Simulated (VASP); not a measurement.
# BeZn4O: relaxation of cell and atoms with PBE

The system is BeZn4O.

```
CELL_PARAMETERS angstrom
3.95344 0.00000 0.00000
0.00000 3.95344 0.00000
0.00000 0.00000 5.45995
ATOMIC_POSITIONS crystal
Be 0.50000 0.50000 0.00000
Zn 0.00000 0.50000 0.70093
Zn 0.50000 0.00000 0.29907
Zn 0.00000 0.50000 0.29907
Zn 0.50000 0.00000 0.70093
O 0.00000 0.00000 0.00000
```

```
Program                : VASP 6.6.1
Task                   : relaxation of cell and atoms
Functional             : PBE
Potentials or basis    : VASP PAW PBE potentials, release 64 (Be, Zn, O)
Cutoff                 : 600 eV
k mesh                 : 4 × 4 × 4
Occupations            : gaussian, width 0.1 eV
Spin                   : no spin polarisation
Dipole correction      : no
Further INCAR settings : ALGO = Normal; EDIFF = 1e-06; IBRION = 2; EDIFFG = -0.04; NSW = 90; ISIF = 3
```

| Quantity | Value |
| --- | --- |
| Relaxed volume | 13.93 Å³/atom |
| Relaxed cell | a = 3.919 Å, b = 3.919 Å, c = 5.441 Å, α = 90.00°, β = 90.00°, γ = 90.00° |
| Space group after relaxing (to 0.05 Å) | P4/mmm (No. 123) |
| Energy gained by relaxing | 105.2 meV/atom |
| Ionic steps | 14 |
| Pressure after relaxing | 0.0 GPa |
| Largest force after relaxing | 0.024 eV/Å |
| Band gap on the k mesh | zero (band 28 reaches 4.62 eV, above the bottom of band 29 at 2.10 eV) |

Forces in eV/Å, atoms in the order of the input:
```
Be   0.000  0.000  0.000
Zn   0.000  0.000  0.024
Zn   0.000  0.000 -0.024
Zn   0.000  0.000 -0.024
Zn   0.000  0.000  0.024
O    0.000  0.000  0.000
```

Stress tensor (GPa, compression positive):
```
-0.09  0.00  0.00
 0.00 -0.09  0.00
 0.00  0.00  0.09
```

The path:
| step | energy change (eV) | largest force (eV/Å) | pressure (GPa) | volume (Å³) |
| --- | --- | --- | --- | --- |
| 1 | 0.0000 | 2.3458 | 0.16 | 85.34 |
| 2 | -0.5851 | 0.0452 | -2.53 | 85.36 |
| 3 | -0.5890 | 0.0697 | -2.56 | 85.37 |
| 4 | -0.6146 | 0.0066 | -0.15 | 82.65 |
| 5 | -0.6147 | 0.0009 | 0.13 | 82.43 |
| 6 | -0.6147 | 0.0024 | 0.06 | 82.49 |
| 7 | -0.6165 | 0.0335 | 0.10 | 82.50 |
| 8 | -0.6185 | 0.1299 | 0.24 | 82.51 |
| 9 | -0.6196 | 0.1304 | 0.20 | 82.60 |
| 10 | -0.6223 | 0.1311 | 0.07 | 82.85 |
| 11 | -0.6266 | 0.1292 | -0.11 | 83.33 |
| 12 | -0.6255 | 0.1047 | -0.33 | 84.26 |
| 13 | -0.6279 | 0.1243 | -0.21 | 83.70 |
| 14 | -0.6312 | 0.0236 | -0.03 | 83.56 |

Final structure:
```yaml
crystal:
  lattice:
    - [3.91906, 0.00000, 0.00000]
    - [0.00000, 3.91906, 0.00000]
    - [0.00000, 0.00000, 5.44063]
  atoms:
    - { symbol: Be, position: [0.50000, 0.50000, 0.00000] }
    - { symbol: Zn, position: [0.00000, 0.50000, 0.72873] }
    - { symbol: Zn, position: [0.50000, 0.00000, 0.27127] }
    - { symbol: Zn, position: [0.00000, 0.50000, 0.27127] }
    - { symbol: Zn, position: [0.50000, 0.00000, 0.72873] }
    - { symbol: O, position: [0.00000, 0.00000, 0.00000] }
```

Levels at points of the mesh, in eV from the Fermi level:
| k point | band 26 | band 27 | band 28 | band 29 | band 30 | band 31 |
| --- | --- | --- | --- | --- | --- | --- |
| (0.00, 0.00, 0.00) | -2.56 | -0.57 | 1.01 | 1.56 | 1.56 | 4.21 |
| (0.50, 0.00, 0.00) | -2.64 | -2.36 | -0.20 | 0.76 | 1.39 | 1.92 |
| (0.50, 0.50, 0.00) | -1.46 | -1.46 | -1.02 | -0.51 | 1.23 | 1.23 |
| (0.00, 0.00, 0.50) | -2.49 | 1.70 | 2.01 | 2.01 | 2.07 | 2.16 |
| (0.50, 0.00, 0.50) | -3.17 | -1.51 | -0.83 | 1.88 | 2.85 | 4.76 |
| (0.50, 0.50, 0.50) | -2.68 | -2.48 | -2.48 | 0.97 | 0.97 | 1.65 |

Run time: 6.5 min on 1 thread of Intel(R) Xeon(R) Platinum 8488C (Sapphire Rapids), with other jobs on the host, peak memory 0.25 GiB.

Caveat: the k points lie up to 0.40 Å⁻¹ apart in the final cell.
